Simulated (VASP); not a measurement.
Crystal: LiCl.

```xyz
8
Lattice="-0.0185 2.5175 2.5575 5.1087 2.4727 -2.5497 -5.0958 2.4968 -2.4998" Properties=species:S:1:pos:R:3 pbc="T T T"
Li   -0.0964    0.0231   -0.0509
Li    2.4091    2.4547   -0.1135
Li    2.6910    4.9016   -2.5909
Li    0.1423    2.4690   -2.4589
Cl   -2.5506    5.0673    0.1726
Cl   -0.0980    4.8863   -2.5316
Cl    0.0441    2.7070    0.1786
Cl    2.5503    2.4245   -2.6312
```

```yaml
Program: VASP 6.6.1
Task: relaxation of cell and atoms
Functional: PBE
Potentials_or_basis: VASP PAW PBE potentials, release 64 (Li_sv, Cl)
Cutoff: 600 eV
k_mesh: 4 × 2 × 2
Occupations: gaussian, width 0.1 eV
Spin: no spin polarisation
```

At the start: pressure 2.7 GPa; volume 16.21 Å³/atom.

Task: Where does the relaxation end?

Result: Over 13 steps the energy falls by 36.5 meV/atom and the volume is 17.08 Å³/atom (+5.3 %); space group P1 (No. 1, to 0.1 Å) before, Fm-3m (No. 225, to 0.1 Å).

Step by step:
```tsv
step	energy change (eV)	largest force (eV/Å)	pressure (GPa)	volume (Å³)
1	0.0000	0.6602	2.67	129.70
2	-0.1289	0.4259	0.97	134.84
3	-0.1907	0.2252	-0.87	142.27
4	-0.2181	0.2021	-0.63	140.73
5	-0.2564	0.1471	0.26	136.16
6	-0.2675	0.1171	0.09	136.62
7	-0.2816	0.0983	-0.30	137.90
8	-0.2882	0.0620	0.07	136.19
9	-0.2888	0.0460	0.25	135.45
10	-0.2913	0.0376	0.04	136.29
11	-0.2914	0.0387	0.00	136.44
12	-0.2920	0.0255	-0.02	136.51
13	-0.2924	0.0166	-0.06	136.64
```

Final structure:
```
Li Cl
1.0
     0.00014    2.57461    2.57610
     5.14218    2.57449   -2.57487
    -5.14907    2.57975   -2.58162
Li Cl
4 4
Direct
  0.00156 0.99829 0.99827
  0.49583 0.49992 0.00077
  0.50028 0.00101 0.49925
  0.00241 0.50039 0.50060
  0.99826 0.25014 0.75071
  0.50181 0.75011 0.75016
  0.49870 0.24995 0.24984
  0.00116 0.75018 0.25039
```

Caveat: the k points lie up to 0.53 Å⁻¹ apart in the final cell; the cutoff is under 1.25 times the usual one of these potentials, so pressure, stress and relaxed cells hold a basis-set (Pulay) error.
